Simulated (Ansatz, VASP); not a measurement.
Si23H4O48: VASP beside Ansatz

```
Si O H
1.0
     9.83160    0.00000    0.00000
    -4.91580    8.51442    0.00000
     0.00000    0.00000   10.81820
Si O H
23 48 4
Direct
  0.26684 0.00098 0.16347
  0.00285 0.27037 0.33571
  0.23060 0.23541 0.00010
  0.26535 0.99775 0.66365
  0.99321 0.26636 0.83503
  0.23231 0.22851 0.50175
  0.26828 0.50274 0.16721
  0.99978 0.76761 0.33315
  0.23386 0.73303 0.99665
  0.99892 0.76669 0.83271
  0.23443 0.73561 0.49762
  0.76924 0.00430 0.16724
  0.49845 0.26709 0.33264
  0.72664 0.23202 0.00030
  0.76572 0.00123 0.66690
  0.49457 0.26577 0.83203
  0.73277 0.23381 0.49924
  0.76517 0.50083 0.16730
  0.50119 0.77037 0.33205
  0.73508 0.73690 0.00121
  0.76319 0.49956 0.66634
  0.50465 0.76921 0.83163
  0.73275 0.73549 0.49969
  0.06876 0.20662 0.44624
  0.29612 0.36583 0.10991
  0.14021 0.43474 0.27866
  0.20246 0.06990 0.05540
  0.36238 0.29444 0.39136
  0.43070 0.13842 0.22135
  0.06543 0.20987 0.94571
  0.30388 0.35177 0.61665
  0.13567 0.42902 0.77808
  0.19971 0.05743 0.54993
  0.35845 0.29582 0.88796
  0.42848 0.13645 0.72173
  0.06790 0.70632 0.44383
  0.29912 0.86841 0.10315
  0.13683 0.93004 0.27352
  0.20408 0.56985 0.05801
  0.36398 0.79940 0.38658
  0.43429 0.64068 0.22152
  0.06775 0.70498 0.94236
  0.29936 0.86433 0.60902
  0.13503 0.93004 0.77389
  0.20585 0.56995 0.55543
  0.35939 0.78706 0.88338
  0.45745 0.64843 0.71430
  0.56833 0.20467 0.44119
  0.79072 0.36288 0.10970
  0.63447 0.43318 0.27686
  0.70322 0.06912 0.05732
  0.86583 0.29920 0.39140
  0.93374 0.14158 0.22412
  0.56175 0.20462 0.94369
  0.79140 0.36227 0.61097
  0.63035 0.43231 0.77517
  0.70537 0.06909 0.55548
  0.85400 0.29271 0.88822
  0.93076 0.13663 0.72449
  0.56846 0.70787 0.44230
  0.79902 0.86851 0.11014
  0.63944 0.93563 0.27729
  0.70548 0.57144 0.05743
  0.86379 0.79712 0.38999
  0.93059 0.63562 0.22438
  0.56975 0.70901 0.94538
  0.79447 0.86456 0.61073
  0.63681 0.93933 0.77827
  0.70413 0.56993 0.55611
  0.86338 0.79661 0.88968
  0.92852 0.63351 0.72462
  0.45230 0.54777 0.72534
  0.22975 0.35611 0.67555
  0.30280 0.58497 0.59564
  0.11633 0.47967 0.70696
```

Alike in both runs: functional PBE; dispersion D3(BJ); k mesh 1 × 1 × 1; occupations gaussian, width 0.02 eV; no spin polarisation.

Ansatz relaxed the structure, and its values are those at the end. VASP's run is a single point on that final structure, the one shown.

```csv
,VASP,Ansatz
version,VASP 6.6.1,Ansatz 0.2.0
potentials or method,"VASP PAW PBE potentials, release 64 (Si, O, H)","scalar-relativistic, plane waves, PAW"
plane-wave cutoff (eV),520,420
valence electrons in the cell,384,384
```

|  | VASP | Ansatz | Ansatz less VASP |
| --- | --- | --- | --- |
| gap on the k mesh at the Fermi level (eV) | 5.71 | 5.71 | +0.001 |
| least direct gap on the mesh (eV) | 5.71 | 5.71 | +0.001 |
| rms of the force components (eV/Å) | 0.016 | 0.002 | -0.0142 |
